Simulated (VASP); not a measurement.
# LiSi16 (a cell with a defect) in VASP: relaxation of the atoms with PBE

Aim: the relaxation of the atoms of LiSi16 (a cell with a defect) with PBE.

All numbers are computed with VASP 6.6.1; they aren't measurements. Logs are shortened: lines on timing, memory, paths and dates and some standing lists are left out, and cuts for length are marked.

### 1 The cell of the first run

The cell holds a defect, 17 atoms: a = 7.679 Å, b = 7.679 Å, c = 7.679 Å, α = 60.00°, β = 60.00°, γ = 60.00°.

### 2 Relaxation of the atoms, PBE, collinear spin

INCAR reads:

```
SYSTEM = LiSi16
PREC     = Accurate       ! precision mode
ENCUT    = 520            ! plane-wave cutoff, eV
EDIFF    = 1E-6           ! SCF threshold, eV
ISMEAR   = -1             ! smearing method
SIGMA    = 0.02           ! smearing width, eV
LREAL    = Auto         
LASPH    = .True.         ! aspherical terms in the spheres
NELM     = 150            ! most SCF steps
ALGO     = Normal         ! electronic algorithm
ISIF     = 2              ! what is computed and relaxed
LWAVE    = .False.        ! write WAVECAR
LCHARG   = .False.        ! write CHGCAR
ISPIN    = 2              ! spin polarisation
MAGMOM   = 0 0 0 0 0 0 0 0 0 0 0 0 0 0 0 0 1 ! initial moments
LORBIT   = 11             ! projections on sites
GGA      = PE             ! functional
IBRION   = 2              ! ionic algorithm
NSW      = 45             ! ionic steps
EDIFFG   = -0.08          ! ionic threshold
KPAR     = 2
```

KPOINTS reads:

```
regular mesh
0
Gamma
  2 2 2
  0 0 0
```

POSCAR reads:

```
LiSi16
1.0
    0.0000000000      5.4300000000      5.4300000000
    5.4300000000      0.0000000000      5.4300000000
    5.4300000000      5.4300000000      0.0000000000
Si Li
16 1
Direct
    0.0000000000      0.0000000000      0.0000000000
    0.1250000000      0.1250000000      0.1250000000
    0.0000000000      0.0000000000      0.5000000000
    0.1250000000      0.1250000000      0.6250000000
    0.0000000000      0.5000000000      0.0000000000
    0.1250000000      0.6250000000      0.1250000000
    0.0000000000      0.5000000000      0.5000000000
    0.1250000000      0.6250000000      0.6250000000
    0.5000000000      0.0000000000      0.0000000000
    0.6250000000      0.1250000000      0.1250000000
    0.5000000000      0.0000000000      0.5000000000
    0.6250000000      0.1250000000      0.6250000000
    0.5000000000      0.5000000000      0.0000000000
    0.6250000000      0.6250000000      0.1250000000
    0.5000000000      0.5000000000      0.5000000000
    0.6250000000      0.6250000000      0.6250000000
    0.8839121000      0.8676610000      0.3833005000
```

Potentials or basis: VASP PAW PBE potentials, release 64 (Si, Li_sv).

Command:

```sh
$ cat potpaw_PBE.64/Si/POTCAR potpaw_PBE.64/Li_sv/POTCAR > POTCAR
$ mpirun -np 4 vasp_std > vasp.out
```

OUTCAR:

```text
SYSTEM = LiSi16
   PREC = Accurate
   ENCUT = 520
   EDIFF = 1E-6
   ISMEAR = -1
   LREAL = Auto
   LASPH = .True.
   NELM = 150
   ISIF = 2
   ISPIN = 2
   LORBIT = 11
   GGA = PE
   IBRION = 2
   NSW = 45
   EDIFFG = -0.08

 ion  position               nearest neighbor table
   1  0.000  0.000  0.000-   2 2.35   4 2.35   6 2.35  10 2.35  17 2.40
   2  0.125  0.125  0.125-   1 2.35   3 2.35   5 2.35   9 2.35  17 2.71
   3  0.000  0.000  0.500-  17 2.29   4 2.35   8 2.35  12 2.35   2 2.35
   4  0.125  0.125  0.625-   1 2.35   3 2.35   7 2.35  11 2.35
   5  0.000  0.500  0.000-   2 2.35   6 2.35   8 2.35  14 2.35
   6  0.125  0.625  0.125-   1 2.35   5 2.35   7 2.35  13 2.35  17 2.72
   7  0.000  0.500  0.500-  17 2.31   6 2.35   8 2.35  16 2.35   4 2.35
   8  0.125  0.625  0.625-   3 2.35   5 2.35   7 2.35  15 2.35  17 2.62
   9  0.500  0.000  0.000-   2 2.35  10 2.35  12 2.35  14 2.35
  10  0.625  0.125  0.125-   1 2.35   9 2.35  11 2.35  13 2.35  17 2.81
  11  0.500  0.000  0.500-   4 2.35  10 2.35  12 2.35  16 2.35  17 2.41
  12  0.625  0.125  0.625-   3 2.35   9 2.35  11 2.35  15 2.35  17 2.71
  13  0.500  0.500  0.000-   6 2.35  10 2.35  14 2.35  16 2.35
  14  0.625  0.625  0.125-   5 2.35   9 2.35  13 2.35  15 2.35
  15  0.500  0.500  0.500-   8 2.35  12 2.35  14 2.35  16 2.35
  16  0.625  0.625  0.625-   7 2.35  11 2.35  13 2.35  15 2.35  17 2.73
  17  0.884  0.868  0.383-   3 2.29   7 2.31   1 2.40  11 2.41   8 2.62   2 2.71  12 2.71   6 2.72
                            16 2.73  10 2.81

  LATTYP: Found a face centered cubic cell.
 ALAT       =    10.8600000000

  Lattice vectors:

 A1 = (   0.0000000000,   5.4300000000,   5.4300000000)
 A2 = (   5.4300000000,   0.0000000000,   5.4300000000)
 A3 = (   5.4300000000,   5.4300000000,   0.0000000000)

Analysis of symmetry for initial positions (statically):
=====================================================================
 Subroutine PRICEL returns:
 Original cell was already a primitive cell.

 Routine SETGRP: Setting up the symmetry group for a
 face centered cubic supercell.

 Subroutine GETGRP returns: Found  1 space group operations
 (whereof  1 operations were pure point group operations)
 out of a pool of 48 trial point group operations.

The static configuration has the point symmetry C_1 .

Analysis of symmetry for dynamics (positions and initial velocities):
=====================================================================
 Subroutine PRICEL returns:
 Original cell was already a primitive cell.

 Routine SETGRP: Setting up the symmetry group for a
 face centered cubic supercell.

 Subroutine GETGRP returns: Found  1 space group operations
 (whereof  1 operations were pure point group operations)
 out of a pool of 48 trial point group operations.

The dynamic configuration has the point symmetry C_1 .

Analysis of structural, dynamic, and magnetic symmetry:
=====================================================================
 Subroutine PRICEL returns:
 Original cell was already a primitive cell.

 Routine SETGRP: Setting up the symmetry group for a
 face centered cubic supercell.

 Subroutine GETGRP returns: Found  1 space group operations
 (whereof  1 operations were pure point group operations)
 out of a pool of 48 trial point group operations.

The overall configuration has the point symmetry C_1 .

 Subroutine INISYM returns: Found  1 space group operations
 (whereof  1 operations are pure point group operations),
 and found     1 'primitive' translations

----------------------------------------------------------------------------------------

                                     Primitive cell

  volume of cell :     320.2060

  direct lattice vectors                    reciprocal lattice vectors
     0.000000000  5.430000000  5.430000000    -0.092081031  0.092081031  0.092081031
     5.430000000  0.000000000  5.430000000     0.092081031 -0.092081031  0.092081031
     5.430000000  5.430000000  0.000000000     0.092081031  0.092081031 -0.092081031

  length of vectors
     7.679179644  7.679179644  7.679179644     0.159489025  0.159489025  0.159489025

  position of ions in fractional coordinates (direct lattice)
     0.000000000  0.000000000  0.000000000
     0.125000000  0.125000000  0.125000000
     0.000000000  0.000000000  0.500000000
     0.125000000  0.125000000  0.625000000
     0.000000000  0.500000000  0.000000000
     0.125000000  0.625000000  0.125000000
[... 9 lines left out ...]
     0.625000000  0.625000000  0.625000000
     0.883912100  0.867661000  0.383300500

  ion indices of the primitive-cell ions
   primitive index   ion index
                 1           1
                 2           2
                 3           3
                 4           4
                 5           5
                 6           6
[... 9 lines left out ...]
                16          16
                17          17

----------------------------------------------------------------------------------------

 KPOINTS: regular mesh

Automatic generation of k-mesh.
 Grid dimensions read from file:
 generate k-points for:    2    2    2

 Generating k-lattice:

  Cartesian coordinates                     Fractional coordinates (reciprocal lattice)
    -0.046040516  0.046040516  0.046040516     0.500000000  0.000000000  0.000000000
     0.046040516 -0.046040516  0.046040516     0.000000000  0.500000000  0.000000000
     0.046040516  0.046040516 -0.046040516     0.000000000  0.000000000  0.500000000

  Length of vectors
     0.079744512  0.079744512  0.079744512

  Shift w.r.t. Gamma in fractional coordinates (k-lattice)
     0.000000000  0.000000000  0.000000000

 Subroutine IBZKPT returns following result:
 ===========================================

 Found      8 irreducible k-points:

 Following reciprocal coordinates:
            Coordinates               Weight
  0.000000  0.000000  0.000000      1.000000
  0.500000  0.000000  0.000000      1.000000
  0.000000  0.500000  0.000000      1.000000
  0.000000  0.000000  0.500000      1.000000
  0.500000  0.500000  0.500000      1.000000
  0.500000  0.500000  0.000000      1.000000
  0.000000  0.500000  0.500000      1.000000
  0.500000  0.000000  0.500000      1.000000
   k-points           NKPTS =      8   k-points in BZ     NKDIM =      8   number of bands    NBANDS=     44
   number of dos      NEDOS =    301   number of ions     NIONS =     17
   total plane-waves  NPLWV = 216000
   dimension x,y,z NGX =    60 NGY =   60 NGZ =   60
   dimension x,y,z NGXF=   120 NGYF=  120 NGZF=  120
   ions per type =              16   1
   NGX,Y,Z   is equivalent  to a cutoff of  12.99, 12.99, 12.99 a.u.
   NGXF,Y,Z  is equivalent  to a cutoff of  25.98, 25.98, 25.98 a.u.
 SYSTEM =  LiSi16
   PREC   = accura    normal or accurate (medium, high low for compatibility)
   ISTART =      0    job   : 0-new  1-cont  2-samecut
   ICHARG =      2    charge: 1-file 2-atom 10-const
   ISPIN  =      2    spin polarized calculation?
   LNONCOLLINEAR =      F non collinear calculations
   LSORBIT =      F    spin-orbit coupling
   LASPH  =      T    aspherical Exc in radial PAW
   ENCUT  =  520.0 eV  38.22 Ry    6.18 a.u.  14.28 14.28 14.28*2*pi/ulx,y,z
   NELM   =    150;   NELMIN=  2; NELMDL= -5     # of ELM steps
   EDIFF  = 0.1E-05   stopping-criterion for ELM
   LREAL  =      T    real-space projection
   EDIFFG = -.8E-01   stopping-criterion for IOM
   NSW    =     45    number of steps for IOM
   IBRION =      2    ionic relax: 0-MD 1-quasi-New 2-CG
   NFREE  =      1    steps in history (QN), initial steepest desc. (CG)
   ISIF   =      2    stress and relaxation
   ISYM   =      2    0-nonsym 1-usesym 2-fastsym
   POTIM  = 0.5000    time-step for ionic-motion
   TEBEG  =    0.0;   TEEND  =   0.0 temperature during run
   PSTRESS=    0.0 pullay stress
   NELECT =      67.0000    total number of electrons
   NUPDOWN=      -1.0000    fix difference up-down
   EMIN   =  10.00;   EMAX   =-10.00  energy-range for DOS
   EFERMI =   0.00;   METHOD = LEGACY
   ISMEAR =    -1;   SIGMA  =   0.02  broadening in eV -4-tet -1-fermi 0-gaus
   EFERMI_NEDOS =   21; number of points for ismear=-14 and -15
   IALGO  =     38    algorithm
   IMIX   =      4    mixing-type and parameters
     AMIX     =   0.40;   BMIX     =  1.00
     AMIX_MAG =   1.60;   BMIX_MAG =  1.00
  volume/ion in A,a.u.               =      18.84       127.11
  Fermi-wavevector in a.u.,A,eV,Ry     =   0.971904  1.836632 12.852022  0.944597
  Thomas-Fermi vector in A             =   2.102159
   LORBIT       =     11    0 simple, 1 ext, 2 COOP (PROOUT), +10 PAW based schemes
   GGA     = PE    functional components
   LHFCALC =     F    Hartree Fock is set to
   AEXX    =    0.0000 exact exchange contribution
   IVDW    =     0    specifies the selected vdW correction
   LEPSILON=     F    determine dielectric tensor
   LRPA    =     F    only Hartree local field effects (RPA)
 conjugate gradient relaxation of ions
 spin polarized calculation
  energy-cutoff  :      520.00
  volume of cell :      320.21
 maximum number of plane-waves:      8646
 NGX is ok and might be reduce to    60
   NGX = 29   NGY = 29   NGZ = 29

--------------------------------------- Ionic step        1  -------------------------------------------

 number of electron      67.0000001 magnetization       0.0528292

 number of electron      67.0000001 magnetization      -0.0008166

 Free energy of the ion-electron system (eV)
  ---------------------------------------------------
  ext. energy  EPLUGINS =         0.00000000
  ---------------------------------------------------
  free energy    TOTEN  =       -86.72000868 eV

  energy without entropy =      -86.71195690  energy(sigma->0) =      -86.71598279

------------------------ aborting loop because EDIFF is reached ----------------------------------------

  FORCE on cell =-STRESS in cart. coord.  units (eV):
  Direction    XX          YY          ZZ          XY          YZ          ZX
  --------------------------------------------------------------------------------------
  -------------------------------------------------------------------------------------
  Total        7.4346574      7.4930942      7.4349507      0.0567600      0.0373052      0.5636622
  in kB       37.1999244     37.4923178     37.2013923      0.2840033      0.1866595      2.8203304
  external PRESSURE =      37.2978782 kB  Pullay stress =       0.0000000 kB
[... 291 lines left out ...]
  energy  without entropy=      -86.8561350225  energy(sigma->0) =      -86.86055166

--------------------------------------- Ionic step        7  -------------------------------------------

 number of electron      67.0000001 magnetization      -0.0000997

 Free energy of the ion-electron system (eV)
  ---------------------------------------------------
  ext. energy  EPLUGINS =         0.00000000
  ---------------------------------------------------
  free energy    TOTEN  =       -86.86553397 eV

  energy without entropy =      -86.85671492  energy(sigma->0) =      -86.86112445

 E-fermi :   6.6625     XC(G=0):  -9.5298

 val. band max:        6.6600535958   @ k =   0.0000   0.0000   0.0000
 cond. band min:       6.8388411868   @ k =   0.0000   0.0000   0.0000
 fundamental gap:      0.1787875909
 Fermi energy:         6.6624817360

 spin component 1

 k-point     1 :       0.0000    0.0000    0.0000
  band No.  band energies     occupation
      1     -40.4665      1.00000
      2      -5.9807      1.00000
      3      -3.7455      1.00000
      4      -3.6556      1.00000
      5      -3.6544      1.00000
      6      -3.6530      1.00000
[... 365 lines left out ...]
     43      10.1749      0.00000
     44      10.2577      0.00000
 Fermi energy:         6.6624817360

 spin component 2

 k-point     1 :       0.0000    0.0000    0.0000
  band No.  band energies     occupation
      1     -40.4665      1.00000
      2      -5.9807      1.00000
      3      -3.7455      1.00000
      4      -3.6556      1.00000
      5      -3.6544      1.00000
      6      -3.6531      1.00000
[... 409 lines left out ...]
  FREE ENERGIE OF THE ION-ELECTRON SYSTEM (eV)
  ---------------------------------------------------
  free  energy   TOTEN  =       -86.8655339659 eV

  energy  without entropy=      -86.8567149242  energy(sigma->0) =      -86.86112445

 reached required accuracy - stopping structural energy minimisation

 total charge

# of ion       s       p       d       tot
------------------------------------------
    1        0.745   0.965   0.000   1.709
    2        0.737   0.948   0.000   1.685
    3        0.745   0.964   0.000   1.709
    4        0.733   0.977   0.000   1.710
    5        0.743   0.954   0.000   1.697
    6        0.737   0.948   0.000   1.686
[... 9 lines left out ...]
   16        0.737   0.948   0.000   1.686
   17        2.028   0.088   0.000   2.116
--------------------------------------------------
tot         13.869  15.398   0.000  29.267

 magnetization (x)

# of ion       s       p       d       tot
------------------------------------------
    1        0.000  -0.000   0.000  -0.000
    2       -0.000   0.000   0.000  -0.000
    3        0.000  -0.000   0.000  -0.000
    4        0.000   0.000   0.000   0.000
    5        0.000  -0.000   0.000  -0.000
    6       -0.000   0.000   0.000  -0.000
[... 9 lines left out ...]
   16       -0.000   0.000   0.000  -0.000
   17        0.000   0.000   0.000   0.000
--------------------------------------------------
tot         -0.000  -0.000   0.000  -0.000
```

It took 6.2 min on 4 MPI ranks of Intel Xeon Platinum 8559C (Emerald Rapids), shared host; peak memory 0.47 GiB.

What came out:

* Free energy: -86.8655 eV
* Energy gained by relaxing: 8.6 meV/atom
* Ionic steps: 7
* Largest force after relaxing: 0.069 eV/Å
* Net moment: 0.00 μB per cell
* Valence electrons inside the program's atomic spheres: Si 1.71, 1.69, 1.70 (each value once); Li 2.12

Forces in eV/Å, atoms in the order of the input:
```
Si  -0.038 -0.028  0.038
Si   0.017  0.008 -0.010
Si  -0.001  0.012  0.000
Si   0.004  0.027  0.005
Si  -0.042  0.034  0.042
Si   0.013  0.005 -0.015
Si  -0.008  0.022 -0.008
Si   0.002  0.002  0.002
Si   0.023 -0.025  0.023
Si  -0.001  0.026 -0.001
Si   0.039 -0.029 -0.039
Si  -0.010  0.009  0.017
Si  -0.019 -0.021 -0.019
Si  -0.002 -0.017 -0.002
Si   0.041  0.034 -0.041
Si  -0.015  0.006  0.013
Li  -0.002 -0.064 -0.004
```

The path:
```
step  energy change (eV)  largest force (eV/Å)  pressure (GPa)
   1              0.0000                1.1595            3.73
   2             -0.1329                0.2118            3.54
   3             -0.1372                0.2158            3.54
   4             -0.1427                0.1679            3.54
   5             -0.1428                0.1673            3.54
   6             -0.1450                0.1126            3.54
   7             -0.1455                0.0685            3.54
```

Final structure:
```
Si Li
1.0
     0.00000    5.43000    5.43000
     5.43000    0.00000    5.43000
     5.43000    5.43000    0.00000
Si Li
16 1
Direct
  0.00220 0.00206 0.99374
  0.12677 0.12665 0.12382
  0.00333 0.00324 0.50333
  0.12641 0.12382 0.62632
  0.99622 0.50117 0.00148
  0.12676 0.62286 0.12375
  0.00317 0.49064 0.50317
  0.12689 0.62320 0.62688
  0.50119 0.99653 0.00118
  0.62338 0.12665 0.12335
  0.49386 0.00202 0.50215
  0.62384 0.12665 0.62676
  0.50116 0.50110 0.00116
  0.62496 0.62504 0.12496
  0.50149 0.50116 0.49623
  0.62377 0.62285 0.62676
  0.87850 0.87203 0.37825
```

Caveat: the k points lie up to 0.50 Å⁻¹ apart; the cutoff is under 1.25 times the usual one of these potentials, so pressure, stress and relaxed cells hold a basis-set (Pulay) error; the relaxation stopped at a loose force limit of 0.08 eV/Å, so its end isn't a converged minimum.
